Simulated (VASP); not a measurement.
# Mg3BeS (P-31m) in VASP: a series of runs, part 2 of 2

VASP 6.6.1.

### 3 Relaxation of cell and atoms, PBE

The input, INCAR:

```
SYSTEM = Mg3BeS
ALGO = Normal
EDIFF = 1E-7
EDIFFG = -0.01
ENCUT = 600
GGA = PE
IBRION = 2
ISIF = 3
ISMEAR = 0
LASPH = .True.
LCHARG = .False.
LREAL = .False.
LWAVE = .False.
NELM = 60
NSW = 100
PREC = Accurate
SIGMA = 0.1
```

The input, KPOINTS:

```
k-points
0
Gamma
  6 6 10
  0 0 0
```

The input, POSCAR:

```
Mg3BeS
1.0
    7.2654054906      0.0000000000      0.0000000000
   -3.6327027453      6.2920257237      0.0000000000
    0.0000000000      0.0000000000      4.2485078472
Mg Be S
6 2 2
Direct
    0.0000000000      0.6618247372      0.7547519425
    0.3381752628      0.3381752628      0.7547519425
    0.6618247372      0.0000000000      0.7547519425
    0.6618247372      0.6618247372      0.2452480575
    0.0000000000      0.3381752628      0.2452480575
    0.3381752628      0.0000000000      0.2452480575
    0.0000000000      0.0000000000      0.2566776610
    0.0000000000      0.0000000000      0.7433223390
    0.6666666667      0.3333333333      0.5000000000
    0.3333333333      0.6666666667      0.5000000000
```

Potentials or basis: VASP PAW PBE potentials, release 64 (Mg, Be, S).

Run with:

```bash
$ cat potpaw_PBE.64/Mg/POTCAR potpaw_PBE.64/Be/POTCAR potpaw_PBE.64/S/POTCAR > POTCAR
$ mpirun -np 1 vasp_std > vasp.out
```

OUTCAR:

```text
SYSTEM = Mg3BeS
   EDIFF = 1E-7
   EDIFFG = -0.01
   ENCUT = 600
   GGA = PE
   IBRION = 2
   ISIF = 3
   ISMEAR = 0
   LASPH = .True.
   LREAL = .False.
   NELM = 60
   NSW = 100
   PREC = Accurate

 ion  position               nearest neighbor table
   1  0.000  0.662  0.755-   8 2.46  10 2.64   9 2.64   5 3.14   5 3.20   4 3.22   6 3.22   4 3.27
                             6 3.27
   2  0.338  0.338  0.755-   8 2.46   9 2.64  10 2.64   4 3.14   4 3.20   5 3.22   6 3.22   5 3.27
                             6 3.27
   3  0.662  0.000  0.755-   8 2.46   9 2.64  10 2.64   6 3.14   6 3.20   5 3.22   4 3.22   5 3.27
                             4 3.27
   4  0.662  0.662  0.245-   7 2.46  10 2.64   9 2.64   2 3.14   2 3.20   1 3.22   3 3.22   1 3.27
                             3 3.27
   5  0.000  0.338  0.245-   7 2.46   9 2.64  10 2.64   1 3.14   1 3.20   2 3.22   3 3.22   2 3.27
                             3 3.27
   6  0.338  0.000  0.245-   7 2.46  10 2.64   9 2.64   3 3.14   3 3.20   1 3.22   2 3.22   2 3.27
                             1 3.27
   7  0.000  0.000  0.257-   8 2.07   8 2.18   6 2.46   5 2.46   4 2.46
   8  0.000  0.000  0.743-   7 2.07   7 2.18   3 2.46   1 2.46   2 2.46
   9  0.667  0.333  0.500-   5 2.64   3 2.64   1 2.64   6 2.64   2 2.64   4 2.64
  10  0.333  0.667  0.500-   1 2.64   6 2.64   5 2.64   3 2.64   4 2.64   2 2.64

  LATTYP: Found a hexagonal cell.
 ALAT       =     7.2654054906
 C/A-ratio  =     0.5847585317

  Lattice vectors:

 A1 = (   7.2654054906,   0.0000000000,   0.0000000000)
 A2 = (  -3.6327027453,   6.2920257237,   0.0000000000)
 A3 = (   0.0000000000,   0.0000000000,   4.2485078472)

Analysis of symmetry for initial positions (statically):
=====================================================================
 Subroutine PRICEL returns:
 Original cell was already a primitive cell.

 Routine SETGRP: Setting up the symmetry group for a
 hexagonal supercell.

 Subroutine GETGRP returns: Found 12 space group operations
 (whereof 12 operations were pure point group operations)
 out of a pool of 24 trial point group operations.

The static configuration has the point symmetry D_3d.

Analysis of symmetry for dynamics (positions and initial velocities):
=====================================================================
 Subroutine PRICEL returns:
 Original cell was already a primitive cell.

 Routine SETGRP: Setting up the symmetry group for a
 hexagonal supercell.

 Subroutine GETGRP returns: Found 12 space group operations
 (whereof 12 operations were pure point group operations)
 out of a pool of 24 trial point group operations.

The dynamic configuration has the point symmetry D_3d.

 Subroutine INISYM returns: Found 12 space group operations
 (whereof 12 operations are pure point group operations),
 and found     1 'primitive' translations

----------------------------------------------------------------------------------------

                                     Primitive cell

  volume of cell :     194.2168

  direct lattice vectors                    reciprocal lattice vectors
     7.265405491  0.000000000  0.000000000     0.137638567  0.079465664  0.000000000
    -3.632702745  6.292025724  0.000000000     0.000000000  0.158931327  0.000000000
     0.000000000  0.000000000  4.248507847     0.000000000  0.000000000  0.235376757

  length of vectors
     7.265405491  7.265405491  4.248507847     0.158931327  0.158931327  0.235376757
[... 81 lines left out ...]
   total plane-waves  NPLWV = 129600
   dimension x,y,z NGX =    60 NGY =   60 NGZ =   36
   dimension x,y,z NGXF=   120 NGYF=  120 NGZF=   72
   ions per type =               6   2   2
   NGX,Y,Z   is equivalent  to a cutoff of  13.73, 13.73, 14.09 a.u.
   NGXF,Y,Z  is equivalent  to a cutoff of  27.46, 27.46, 28.17 a.u.
 SYSTEM =  Mg3BeS
   PREC   = accura    normal or accurate (medium, high low for compatibility)
   ISTART =      0    job   : 0-new  1-cont  2-samecut
   ICHARG =      2    charge: 1-file 2-atom 10-const
   ISPIN  =      1    spin polarized calculation?
   LNONCOLLINEAR =      F non collinear calculations
   LSORBIT =      F    spin-orbit coupling
   LASPH  =      T    aspherical Exc in radial PAW
   ENCUT  =  600.0 eV  44.10 Ry    6.64 a.u.  14.51 14.51  8.49*2*pi/ulx,y,z
   NELM   =     60;   NELMIN=  2; NELMDL= -5     # of ELM steps
   EDIFF  = 0.1E-06   stopping-criterion for ELM
   LREAL  =      F    real-space projection
   EDIFFG = -.1E-01   stopping-criterion for IOM
   NSW    =    100    number of steps for IOM
   IBRION =      2    ionic relax: 0-MD 1-quasi-New 2-CG
   NFREE  =      1    steps in history (QN), initial steepest desc. (CG)
   ISIF   =      3    stress and relaxation
   ISYM   =      2    0-nonsym 1-usesym 2-fastsym
   POTIM  = 0.5000    time-step for ionic-motion
   TEBEG  =    0.0;   TEEND  =   0.0 temperature during run
   PSTRESS=    0.0 pullay stress
   NELECT =      28.0000    total number of electrons
   NUPDOWN=      -1.0000    fix difference up-down
   EMIN   =  10.00;   EMAX   =-10.00  energy-range for DOS
   EFERMI =   0.00;   METHOD = LEGACY
   ISMEAR =     0;   SIGMA  =   0.10  broadening in eV -4-tet -1-fermi 0-gaus
   EFERMI_NEDOS =   21; number of points for ismear=-14 and -15
   IALGO  =     38    algorithm
   IMIX   =      4    mixing-type and parameters
     AMIX     =   0.40;   BMIX     =  1.00
     AMIX_MAG =   1.60;   BMIX_MAG =  1.00
  volume/ion in A,a.u.               =      19.42       131.06
  Fermi-wavevector in a.u.,A,eV,Ry     =   0.858418  1.622174 10.025870  0.736881
  Thomas-Fermi vector in A             =   1.975619
   LORBIT       =      0    0 simple, 1 ext, 2 COOP (PROOUT), +10 PAW based schemes
   GGA     = PE    functional components
   LHFCALC =     F    Hartree Fock is set to
   AEXX    =    0.0000 exact exchange contribution
   IVDW    =     0    specifies the selected vdW correction
   LEPSILON=     F    determine dielectric tensor
   LRPA    =     F    only Hartree local field effects (RPA)
 conjugate gradient relaxation of ions
 non-spin polarized calculation
 Gauss-broadening in eV      SIGMA  =   0.10
  energy-cutoff  :      600.00
  volume of cell :      194.22
 maximum number of plane-waves:      6539
 NGX is ok and might be reduce to    60
   NGX = 29   NGY = 29   NGZ = 17

--------------------------------------- Ionic step        1  -------------------------------------------

 number of electron      28.0000000 magnetization

 Free energy of the ion-electron system (eV)
  ---------------------------------------------------
  ext. energy  EPLUGINS =         0.00000000
  ---------------------------------------------------
  free energy    TOTEN  =       -26.13850521 eV

  energy without entropy =      -26.11820926  energy(sigma->0) =      -26.12835724

------------------------ aborting loop because EDIFF is reached ----------------------------------------

  FORCE on cell =-STRESS in cart. coord.  units (eV):
  Direction    XX          YY          ZZ          XY          YZ          ZX
  --------------------------------------------------------------------------------------
  -------------------------------------------------------------------------------------
  Total        0.1424367      0.1424367     -0.5591201      0.0000000     -0.0000000      0.0000000
  in kB        1.1750212      1.1750212     -4.6124210      0.0000000     -0.0000000      0.0000000
  external PRESSURE =      -0.7541262 kB  Pullay stress =       0.0000000 kB
[... 295 lines left out ...]
--------------------------------------- Ionic step        8  -------------------------------------------

 number of electron      28.0000001 magnetization

 Free energy of the ion-electron system (eV)
  ---------------------------------------------------
  ext. energy  EPLUGINS =         0.00000000
  ---------------------------------------------------
  free energy    TOTEN  =       -26.14907013 eV

  energy without entropy =      -26.13020160  energy(sigma->0) =      -26.13963586

 E-fermi :   3.8578     XC(G=0):  -8.8801

 val. band max:        3.8554415352   @ k =  -0.1667   0.3333   0.2000
 cond. band min:       3.8582284285   @ k =   0.3333   0.1667   0.4000
 fundamental gap:      0.0027868933
 Fermi energy:         3.8577794556

 k-point     1 :       0.0000    0.0000    0.0000
  band No.  band energies     occupation
      1     -10.1627      2.00000
      2      -9.8082      2.00000
      3      -2.6585      2.00000
      4      -2.1853      2.00000
      5      -2.1853      2.00000
      6      -1.4046      2.00000
[... 541 lines left out ...]
     19       6.2294      0.00000
     20       6.7857      0.00000

 [... further k-points ...]

------------------------ aborting loop because EDIFF is reached ----------------------------------------

  FORCE on cell =-STRESS in cart. coord.  units (eV):
  Direction    XX          YY          ZZ          XY          YZ          ZX
  --------------------------------------------------------------------------------------
  -------------------------------------------------------------------------------------
  Total        0.0056827      0.0056827      0.0213188      0.0000000      0.0000000      0.0000000
  in kB        0.0470756      0.0470756      0.1766043      0.0000000      0.0000000      0.0000000
  external PRESSURE =       0.0902518 kB  Pullay stress =       0.0000000 kB
[... 25 lines left out ...]
  FREE ENERGIE OF THE ION-ELECTRON SYSTEM (eV)
  ---------------------------------------------------
  free  energy   TOTEN  =       -26.1490701255 eV

  energy  without entropy=      -26.1302016022  energy(sigma->0) =      -26.13963586

 reached required accuracy - stopping structural energy minimisation
```

Run time: 41 min. Hardware: 1 thread of Intel Xeon 8259CL, shared host; peak memory 0.54 GiB.

Results:

```yaml
Free_energy: -26.1491 eV
Relaxed_volume: 19.34 Å³/atom
Relaxed_cell: a = 7.303 Å, b = 7.303 Å, c = 4.187 Å, α = 90.00°, β = 90.00°, γ = 120.00°
Space_group_after_relaxing_to_0.1_Å: P-31m (No. 162)
Energy_gained_by_relaxing: 1.1 meV/atom
Ionic_steps: 8
Pressure_after_relaxing: 0.0 GPa
Band_gap_on_the_k_mesh: zero (bands 14 and 15 overlap by 1.79 eV)
```

Forces on the atoms (eV/Å):
```
Mg  -0.001  0.002  0.002
Mg  -0.001 -0.002  0.002
Mg   0.002  0.000  0.002
Mg   0.001  0.002 -0.002
Mg   0.001 -0.002 -0.002
Mg  -0.002  0.000 -0.002
Be   0.000  0.000  0.003
Be   0.000  0.000 -0.003
S    0.000  0.000  0.000
S    0.000  0.000  0.000
```

Step by step:
```
step  energy change (eV)  largest force (eV/Å)  pressure (GPa)  volume (Å³)
   1              0.0000                0.0804           -0.08       194.22
   2             -0.0034                0.0654           -0.04       193.96
   3             -0.0092                0.0279            0.06       193.18
   4             -0.0096                0.0490            0.11       192.87
   5             -0.0103                0.0209           -0.03       193.45
   6             -0.0103                0.0212           -0.02       193.42
   7             -0.0105                0.0101           -0.01       193.41
   8             -0.0106                0.0029            0.01       193.41
```

Final structure:
```
Mg Be S
1.0
     7.30340    0.00000    0.00000
    -3.65170    6.32493    0.00000
     0.00000    0.00000    4.18688
Mg Be S
6 2 2
Direct
  0.00000 0.66475 0.75244
  0.33525 0.33525 0.75244
  0.66475 0.00000 0.75244
  0.66475 0.66475 0.24756
  0.00000 0.33525 0.24756
  0.33525 0.00000 0.24756
  0.00000 0.00000 0.25517
  0.00000 0.00000 0.74483
  0.66667 0.33333 0.50000
  0.33333 0.66667 0.50000
```
